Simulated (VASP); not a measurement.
# Zn (R-3m) in VASP: notebook

Zn is run at these levels: PBE; tasks: single point.

All numbers are computed with VASP 6.6.1; they aren't measurements. Logs are shortened: lines on timing, memory, paths and dates and some standing lists are left out, and cuts for length are marked.

## 1. The cell of the first run

It takes space group R-3m (No. 166, trigonal). The conventional cell has a = 3.280 Å, b = 3.280 Å, c = 5.403 Å, α = 90.00°, β = 90.00°, γ = 120.00°. Within 3.4 Å of Zn (site symmetry -3m) lie 12 Zn at 2.61 to 3.28 Å.

## 2. Single point, PBE (16.78 Å³/atom)

Input file INCAR:

```
PREC = Accurate
ENCUT = 520
EDIFF = 1E-6
ISMEAR = 0
SIGMA = 0.15
LREAL = F
LASPH = T
NELM = 100
ALGO = Fast
ISIF = 2
LWAVE = F
LCHARG = F
GGA = PE
NBANDS = 12
```

Input file KPOINTS:

```
regular mesh
0
Gamma
  22 22 22
```

Input file POSCAR:

```
Zn
1.0
   -0.5063398279      1.8127738876      1.8127738876
    1.8127738876     -0.5063398279      1.8127738876
    1.8127738876      1.8127738876     -0.5063398279
Zn
1
Direct
    0.0000000000      0.0000000000      0.0000000000
```

Potentials or basis: VASP PAW PBE potentials, release 64 (Zn).

Started as:

```bash
$ cat potpaw_PBE.64/Zn/POTCAR > POTCAR
$ mpirun -np 1 vasp_std > vasp.out
```

OUTCAR:

```text
PREC = Accurate
   ENCUT = 520
   EDIFF = 1E-6
   ISMEAR = 0
   LREAL = F
   LASPH = T
   NELM = 100
   ISIF = 2
   GGA = PE

 ion  position               nearest neighbor table
   1  0.000  0.000  0.000-

  LATTYP: Found a trigonal (rhomboedric) cell.
 ALAT       =     2.6131740004
 COS(alpha) =     0.2123968732

  Lattice vectors:

 A1 = (  -0.5063398279,   1.8127738876,   1.8127738876)
 A2 = (   1.8127738876,  -0.5063398279,   1.8127738876)
 A3 = (   1.8127738876,   1.8127738876,  -0.5063398279)

Analysis of symmetry for initial positions (statically):
=====================================================================
 Subroutine PRICEL returns:
 Original cell was already a primitive cell.

 Routine SETGRP: Setting up the symmetry group for a
 trigonal (rhombohedral) supercell.

 Subroutine GETGRP returns: Found 12 space group operations
 (whereof 12 operations were pure point group operations)
 out of a pool of 12 trial point group operations.

The static configuration has the point symmetry D_3d.

Analysis of symmetry for dynamics (positions and initial velocities):
=====================================================================
 Subroutine PRICEL returns:
 Original cell was already a primitive cell.

 Routine SETGRP: Setting up the symmetry group for a
 trigonal (rhombohedral) supercell.

 Subroutine GETGRP returns: Found 12 space group operations
 (whereof 12 operations were pure point group operations)
 out of a pool of 12 trial point group operations.

The dynamic configuration has the point symmetry D_3d.

 Subroutine INISYM returns: Found 12 space group operations
 (whereof 12 operations are pure point group operations),
 and found     1 'primitive' translations

----------------------------------------------------------------------------------------

                                     Primitive cell

  volume of cell :      16.7760

  direct lattice vectors                    reciprocal lattice vectors
    -0.506339828  1.812773888  1.812773888    -0.180601404  0.250597806  0.250597806
     1.812773888 -0.506339828  1.812773888     0.250597806 -0.180601404  0.250597806
     1.812773888  1.812773888 -0.506339828     0.250597806  0.250597806 -0.180601404

  length of vectors
     2.613174000  2.613174000  2.613174000     0.397762979  0.397762979  0.397762979

  position of ions in fractional coordinates (direct lattice)
     0.000000000  0.000000000  0.000000000

  ion indices of the primitive-cell ions
   primitive index   ion index
                 1           1

----------------------------------------------------------------------------------------

 KPOINTS: regular mesh

Automatic generation of k-mesh.
 Grid dimensions read from file:
 generate k-points for:   22   22   22

 Generating k-lattice:

  Cartesian coordinates                     Fractional coordinates (reciprocal lattice)
    -0.008209155  0.011390809  0.011390809     0.045454545  0.000000000  0.000000000
     0.011390809 -0.008209155  0.011390809     0.000000000  0.045454545  0.000000000
     0.011390809  0.011390809 -0.008209155     0.000000000  0.000000000  0.045454545

  Length of vectors
     0.018080135  0.018080135  0.018080135

  Shift w.r.t. Gamma in fractional coordinates (k-lattice)
     0.000000000  0.000000000  0.000000000

 Subroutine IBZKPT returns following result:
 ===========================================

 Found   1024 irreducible k-points:

 Following reciprocal coordinates:
            Coordinates               Weight
  0.000000  0.000000  0.000000      1.000000
  0.045455  0.000000 -0.000000      6.000000
  0.090909  0.000000 -0.000000      6.000000
  0.136364  0.000000  0.000000      6.000000
  0.181818 -0.000000 -0.000000      6.000000
  0.227273 -0.000000  0.000000      6.000000
[... 16 lines left out ...]
  0.500000  0.045455  0.000000     12.000000
 -0.454545  0.045455  0.000000     12.000000
 [... further k-points ...]
   k-points           NKPTS =   1024   k-points in BZ     NKDIM =   1024   number of bands    NBANDS=     12
   number of dos      NEDOS =    301   number of ions     NIONS =      1
   total plane-waves  NPLWV =   8000
   dimension x,y,z NGX =    20 NGY =   20 NGZ =   20
   dimension x,y,z NGXF=    40 NGYF=   40 NGZF=   40
   ions per type =               1
   NGX,Y,Z   is equivalent  to a cutoff of  12.72, 12.72, 12.72 a.u.
   NGXF,Y,Z  is equivalent  to a cutoff of  25.45, 25.45, 25.45 a.u.
 SYSTEM =  unknown system
   PREC   = accura    normal or accurate (medium, high low for compatibility)
   ISTART =      0    job   : 0-new  1-cont  2-samecut
   ICHARG =      2    charge: 1-file 2-atom 10-const
   ISPIN  =      1    spin polarized calculation?
   LNONCOLLINEAR =      F non collinear calculations
   LSORBIT =      F    spin-orbit coupling
   LASPH  =      T    aspherical Exc in radial PAW
   ENCUT  =  520.0 eV  38.22 Ry    6.18 a.u.   4.86  4.86  4.86*2*pi/ulx,y,z
[... 65 lines left out ...]
      7      15.8027      0.00000
      8      15.8027      0.00000
      9      16.4243      0.00000
     10      18.9109      0.00000
     11      18.9109      0.00000
     12      21.8204      0.00000

 k-point     2 :       0.0455    0.0000   -0.0000
  band No.  band energies     occupation
      1      -7.1803      2.00000
      2      -5.6111      2.00000
      3      -5.6027      2.00000
      4      -4.5942      2.00000
      5      -4.5905      2.00000
      6      -4.5847      2.00000
      7      14.9885      0.00000
      8      15.8136      0.00000
      9      16.2829      0.00000
     10      18.9943      0.00000
     11      19.7008      0.00000
     12      22.1441      0.00000

 k-point     3 :       0.0909    0.0000   -0.0000
  band No.  band energies     occupation
      1      -7.0322      2.00000
      2      -5.6051      2.00000
      3      -5.5699      2.00000
      4      -4.6104      2.00000
      5      -4.6002      2.00000
      6      -4.5861      2.00000
      7      13.3105      0.00000
      8      15.8500      0.00000
      9      16.3194      0.00000
     10      19.2402      0.00000
     11      20.6301      0.00000
     12      23.3218      0.00000

 k-point     4 :       0.1364    0.0000    0.0000
  band No.  band energies     occupation
      1      -6.7946      2.00000
      2      -5.5962      2.00000
      3      -5.5095      2.00000
      4      -4.6353      2.00000
      5      -4.6157      2.00000
      6      -4.5864      2.00000
      7      11.5178      0.00000
      8      15.9204      0.00000
      9      16.4310      0.00000
     10      19.6372      0.00000
     11      21.1970      0.00000
     12      25.1591      0.00000

 k-point     5 :       0.1818   -0.0000   -0.0000
  band No.  band energies     occupation
      1      -6.4902      2.00000
      2      -5.5857      2.00000
      3      -5.4030      2.00000
      4      -4.6659      2.00000
      5      -4.6328      2.00000
      6      -4.5863      2.00000
      7       9.7482      0.00000
      8      16.0343      0.00000
      9      16.5879      0.00000
     10      20.1707      0.00000
     11      21.6965      0.00000
     12      26.4951      0.00000
[... 228 lines left out ...]
      1      -5.6965      2.00000
      2      -5.5436      2.00000
      3      -4.8206      2.00000
      4      -4.6721      2.00000
      5      -4.5876      2.00000
      6      -2.6852      2.00000
      7       2.2668      0.90225
      8      17.2023      0.00000
      9      17.9876      0.00000
     10      21.1862      0.00000
     11      22.3419      0.00000
     12      23.8279      0.00000

 k-point    22 :       0.4545    0.0455   -0.0000
  band No.  band energies     occupation
      1      -5.6834      2.00000
      2      -5.5452      2.00000
      3      -4.8232      2.00000
      4      -4.6643      2.00000
      5      -4.5877      2.00000
      6      -1.7191      2.00000
      7       0.9650      2.00000
      8      17.5241      0.00000
      9      17.5345      0.00000
     10      21.1141      0.00000
     11      22.5233      0.00000
     12      24.4846      0.00000

 k-point    23 :       0.5000    0.0455    0.0000
  band No.  band energies     occupation
      1      -5.6814      2.00000
      2      -5.5472      2.00000
      3      -4.8206      2.00000
      4      -4.6587      2.00000
      5      -4.5883      2.00000
      6      -0.6937      2.00000
      7      -0.1957      2.00000
      8      17.0008      0.00000
      9      17.7858      0.00000
     10      21.0788      0.00000
     11      22.7830      0.00000
     12      25.4821      0.00000

 k-point    24 :      -0.4545    0.0455    0.0000
  band No.  band energies     occupation
      1      -5.6875      2.00000
      2      -5.5486      2.00000
      3      -4.8132      2.00000
      4      -4.6570      2.00000
      5      -4.5895      2.00000
      6      -1.3823      2.00000
      7       0.5566      2.00000
      8      16.4722      0.00000
      9      17.9081      0.00000
     10      21.1890      0.00000
     11      23.2355      0.00000
     12      26.0086      0.00000

 [... further k-points ...]

------------------------ aborting loop because EDIFF is reached ----------------------------------------

  FORCE on cell =-STRESS in cart. coord.  units (eV):
  Direction    XX          YY          ZZ          XY          YZ          ZX
  --------------------------------------------------------------------------------------
  -------------------------------------------------------------------------------------
  Total        0.1579559      0.1579559      0.1579559      0.2588963      0.2588963      0.2588963
  in kB       15.0854456     15.0854456     15.0854456     24.7256687     24.7256687     24.7256687
  external PRESSURE =      15.0854456 kB  Pullay stress =       0.0000000 kB

 VOLUME and BASIS-vectors are now :
 -----------------------------------------------------------------------------
  energy-cutoff  :      520.00
  volume of cell :       16.78
      direct lattice vectors                 reciprocal lattice vectors
    -0.506339828  1.812773888  1.812773888    -0.180601404  0.250597806  0.250597806
     1.812773888 -0.506339828  1.812773888     0.250597806 -0.180601404  0.250597806
     1.812773888  1.812773888 -0.506339828     0.250597806  0.250597806 -0.180601404

 POSITION                                       TOTAL-FORCE (eV/Angst)
 -----------------------------------------------------------------------------------
      0.00000      0.00000      0.00000         0.000000     -0.000000      0.000000
 -----------------------------------------------------------------------------------
    total drift:                                0.000000      0.000000      0.000000

  FREE ENERGIE OF THE ION-ELECTRON SYSTEM (eV)
  ---------------------------------------------------
  free  energy   TOTEN  =        -0.9494049214 eV

  energy  without entropy=       -0.9455690931  energy(sigma->0) =       -0.94748701
```

Wall time 91 s (1 thread of Intel Xeon Platinum 8488C (Sapphire Rapids), shared host); peak memory 0.29 GiB.

What came out:

| Item | Value |
| --- | --- |
| Free energy | -0.9494 eV |
| Pressure | 1.5 GPa |
| Band gap on the k mesh | zero (bands 6 and 7 overlap by 5.04 eV) |

Levels at points of the mesh, in eV from the Fermi level:
| k point | band 3 | band 4 | band 5 | band 6 | band 7 | band 8 | band 9 | band 10 |
| --- | --- | --- | --- | --- | --- | --- | --- | --- |
| (0.00, 0.00, 0.00) | -7.87 | -6.84 | -6.84 | -6.84 | 13.55 | 13.55 | 14.17 | 16.66 |
| (0.50, 0.00, 0.00) | -7.06 | -6.90 | -6.84 | -2.93 | -2.57 | 15.48 | 15.65 | 18.28 |
| (0.50, 0.50, 0.00) | -6.97 | -6.93 | -6.51 | -0.08 | 2.21 | 3.81 | 7.88 | 15.35 |
| (0.50, 0.50, 0.50) | -7.57 | -6.52 | -6.52 | 1.34 | 4.75 | 8.61 | 8.61 | 12.84 |

## 3. Single point, PBE (16.78 Å³/atom)

Input file INCAR:

```
PREC     = Accurate       # precision mode
ENCUT    = 520            # plane-wave cutoff, eV
EDIFF    = 1E-6           # SCF threshold, eV
ISMEAR   = 0              # smearing method
SIGMA    = 0.15           # smearing width, eV
LREAL    = False          # projectors in reciprocal space
LASPH    = True           # aspherical terms in the spheres
NELM     = 80             # most SCF steps
ALGO     = Fast           # electronic algorithm
ISIF     = 2              # what is computed and relaxed
LWAVE    = False          # write WAVECAR
LCHARG   = False          # write CHGCAR
GGA      = PE             # functional
NBANDS   = 12             # bands
```

KPOINTS is that of step 2.

Input file POSCAR:

```
Zn
1.0
    0.5779454556      2.3580649289      2.3580649289
    2.3580649289      0.5779454556      2.3580649289
    2.3580649289      2.3580649289      0.5779454556
Zn
1
Direct
    0.0000000000      0.0000000000      0.0000000000
```

Potentials or basis: VASP PAW PBE potentials, release 64 (Zn).

Started as:

```bash
$ cat potpaw_PBE.64/Zn/POTCAR > POTCAR
$ mpirun -np 1 vasp_std > vasp.out
```

Wall time 3.1 min (1 thread of Intel Xeon Platinum 8488C (Sapphire Rapids), shared host); peak memory 0.31 GiB.

It converged, with:

- Free energy: -1.0334 eV
- Pressure: 2.9 GPa
- Band gap on the k mesh: zero (bands 6 and 7 overlap by 6.37 eV)

Stress tensor (GPa, compression positive):
```
 2.86 -3.54 -3.54
-3.54  2.86 -3.54
-3.54 -3.54  2.86
```

Levels at points of the mesh, in eV from the Fermi level:
| k point | band 2 | band 3 | band 4 | band 5 | band 6 | band 7 | band 8 | band 9 | band 10 | band 11 |
| --- | --- | --- | --- | --- | --- | --- | --- | --- | --- | --- |
| (0.00, 0.00, 0.00) | -7.74 | -7.49 | -7.49 | -6.87 | -6.87 | 6.03 | 10.19 | 23.07 | 23.45 | 23.45 |
| (0.50, 0.00, 0.00) | -7.73 | -7.07 | -7.04 | -6.49 | -1.50 | 0.83 | 9.42 | 12.99 | 16.00 | 20.10 |
| (0.50, 0.50, 0.00) | -7.90 | -6.98 | -6.88 | -6.49 | -0.55 | 2.31 | 5.61 | 9.11 | 13.58 | 17.69 |
| (0.50, 0.50, 0.50) | -7.49 | -7.49 | -6.84 | -6.84 | -5.26 | -3.60 | 22.12 | 22.12 | 22.26 | 24.66 |

## 4. Single point, PBE (16.78 Å³/atom)

Input file INCAR:

```
PREC = Accurate ; ENCUT = 520
EDIFF = 1E-6 ; ISMEAR = 0
SIGMA = 0.15 ; LREAL = False
LASPH = True ; NELM = 80
ALGO = Fast ; ISIF = 2
LWAVE = False ; LCHARG = True
GGA = PE ; LELF = True
LVHAR = True ; NBANDS = 12
```

Input file KPOINTS:

```
Automatic mesh
0
Gamma
  22 22 22
```

Input file POSCAR:

```
Zn
1.0
    0.2781737261      2.1799995655      2.1799995655
    2.1799995655      0.2781737261      2.1799995655
    2.1799995655      2.1799995655      0.2781737261
Zn
1
Direct
    0.0000000000      0.0000000000      0.0000000000
```

Started as:

```bash
$ cat potpaw_PBE.64/Zn/POTCAR > POTCAR
$ mpirun -np 1 vasp_std > vasp.out
```

It took 2 min on 1 thread of Intel Xeon Platinum 8488C (Sapphire Rapids), shared host; peak memory 0.3 GiB.

It converged, with:

```yaml
Free_energy: -1.0734 eV
Pressure: -4.1 GPa
Band_gap_on_the_k_mesh: zero (bands 6 and 7 overlap by 5.07 eV)
```

Stress tensor (GPa, compression positive):
```
-4.13  0.46  0.46
 0.46 -4.13  0.46
 0.46  0.46 -4.13
```

Levels at points of the mesh, in eV from the Fermi level:
```
           k point  band 2  band 3  band 4  band 5  band 6  band 7  band 8  band 9  band 10  band 11
(0.00, 0.00, 0.00)   -7.64   -7.37   -7.37   -6.99   -6.99   10.77   14.54   19.79    19.79    20.43
(0.50, 0.00, 0.00)   -7.59   -7.19   -6.97   -6.67   -2.02   -0.51   11.32   14.65    15.01    17.70
(0.50, 0.50, 0.00)   -7.85   -6.93   -6.82   -6.66   -0.65    1.61    6.15    9.94    10.58    14.54
(0.50, 0.50, 0.50)   -7.39   -7.39   -6.88   -6.88   -3.72   -3.31   17.80   17.80    19.36    20.98
```

Caveat: the cell stands under tension.

## 5. Single point, PBE (16.78 Å³/atom)

Input file INCAR:

```
PREC = Accurate
ENCUT = 520
EDIFF = 1E-6
ISMEAR = 0
SIGMA = 0.15
LREAL = False
LASPH = True
NELM = 100
ALGO = Fast
ISIF = 2
LWAVE = False
LCHARG = False
GGA = PE
NBANDS = 12
```

KPOINTS is that of step 4.

Input file POSCAR:

```
Zn
1.0
   -0.2603377263      1.9103492636      1.9103492636
    1.9103492636     -0.2603377263      1.9103492636
    1.9103492636      1.9103492636     -0.2603377263
Zn
1
Direct
    0.0000000000      0.0000000000      0.0000000000
```

Started as:

```bash
$ cat potpaw_PBE.64/Zn/POTCAR > POTCAR
$ mpirun -np 1 vasp_std > vasp.out
```

Wall time 95 s (1 thread of Intel Xeon Platinum 8488C (Sapphire Rapids), shared host); peak memory 0.29 GiB.

It converged, with:

- Free energy: -1.0454 eV
- Pressure: -3.1 GPa
- Band gap on the k mesh: zero (bands 6 and 7 overlap by 4.07 eV)

Stress tensor (GPa, compression positive):
```
-3.13  1.74  1.74
 1.74 -3.13  1.74
 1.74  1.74 -3.13
```

Levels at points of the mesh, in eV from the Fermi level:
| k point | band 3 | band 4 | band 5 | band 6 | band 7 | band 8 | band 9 | band 10 |
| --- | --- | --- | --- | --- | --- | --- | --- | --- |
| (0.00, 0.00, 0.00) | -7.54 | -7.01 | -6.91 | -6.91 | 14.90 | 14.90 | 15.77 | 17.98 |
| (0.50, 0.00, 0.00) | -7.02 | -6.90 | -6.72 | -2.71 | -2.13 | 14.48 | 15.01 | 17.65 |
| (0.50, 0.50, 0.00) | -6.84 | -6.74 | -6.58 | -0.52 | 1.67 | 5.77 | 9.69 | 11.08 |
| (0.50, 0.50, 0.50) | -7.39 | -6.63 | -6.63 | -0.90 | 1.38 | 11.14 | 11.14 | 14.67 |

Caveat: the cell stands under tension.

## 6. Single point, PBE

This run uses another cell than the first one, of 15.97 Å³/atom.

Input file INCAR:

```
PREC     = Accurate       # precision mode
ENCUT    = 500            # plane-wave cutoff, eV
EDIFF    = 1E-6           # SCF threshold, eV
ISMEAR   = 0              # smearing method
SIGMA    = 0.15           # smearing width, eV
LREAL    = F              # projectors in reciprocal space
LASPH    = T              # aspherical terms in the spheres
NELM     = 120            # most SCF steps
ALGO     = Normal         # electronic algorithm
ISIF     = 2              # what is computed and relaxed
LWAVE    = F              # write WAVECAR
LCHARG   = F              # write CHGCAR
GGA      = PE             # functional
NBANDS   = 12             # bands
GGA_COMPAT= F
```

Input file KPOINTS:

```
regular mesh
0
Gamma
  22 22 22
```

Input file POSCAR:

```
Zn
1.0
    0.2736340531      2.1444229306      2.1444229306
    2.1444229306      0.2736340531      2.1444229306
    2.1444229306      2.1444229306      0.2736340531
Zn
1
Direct
    0.0000000000      0.0000000000      0.0000000000
```

Potentials or basis: VASP PAW PBE potentials, release 64 (Zn).

Started as:

```bash
$ cat potpaw_PBE.64/Zn/POTCAR > POTCAR
$ mpirun -np 1 vasp_std > vasp.out
```

Run time: 47 s. Hardware: 1 thread of Intel Xeon 6975P-C (Granite Rapids), shared host; peak memory 0.28 GiB.

It converged, with:

```yaml
Free_energy: -1.0870 eV
Pressure: -1.3 GPa
Band_gap_on_the_k_mesh: zero (bands 6 and 7 overlap by 5.33 eV)
```

Stress tensor (GPa, compression positive):
```
-1.28  0.11  0.11
 0.11 -1.28  0.11
 0.11  0.11 -1.28
```

Levels at points of the mesh, in eV from the Fermi level:
| k point | band 3 | band 4 | band 5 | band 6 | band 7 | band 8 | band 9 | band 10 |
| --- | --- | --- | --- | --- | --- | --- | --- | --- |
| (0.00, 0.00, 0.00) | -7.48 | -7.48 | -7.07 | -7.07 | 11.12 | 14.98 | 20.59 | 20.59 |
| (0.50, 0.00, 0.00) | -7.29 | -7.05 | -6.72 | -2.20 | -0.41 | 11.70 | 15.23 | 15.47 |
| (0.50, 0.50, 0.00) | -7.00 | -6.88 | -6.71 | -0.76 | 1.80 | 6.30 | 10.24 | 10.92 |
| (0.50, 0.50, 0.50) | -7.51 | -6.94 | -6.94 | -3.71 | -3.55 | 18.50 | 18.50 | 19.77 |

## 7. The runs side by side

| cell | cutoff (eV) | gap on the mesh (eV) | pressure (GPa) |
| --- | --- | --- | --- |
| a = 2.613 Å, angles 77.7°, 1 atom | 520 | none | 1.5 |
| a = 3.385 Å, angles 43.7°, 1 atom | 520 | none | 2.9 |
| a = 3.096 Å, angles 51.5°, 1 atom | 520 | none | -4.1 |
| a = 2.714 Å, angles 68.9°, 1 atom | 520 | none | -3.1 |
| a = 3.045 Å, angles 51.5°, 1 atom | 500 | none | -1.3 |

Alike in all rows: task single point; level PBE; potentials or basis VASP PAW PBE potentials, release 64 (Zn); no spin polarisation; k mesh 22 × 22 × 22; smearing gaussian 0.15 eV.

Caveats: the cell stands under tension (at least some runs).

Absolute energies hang on the potentials; compare differences alone.
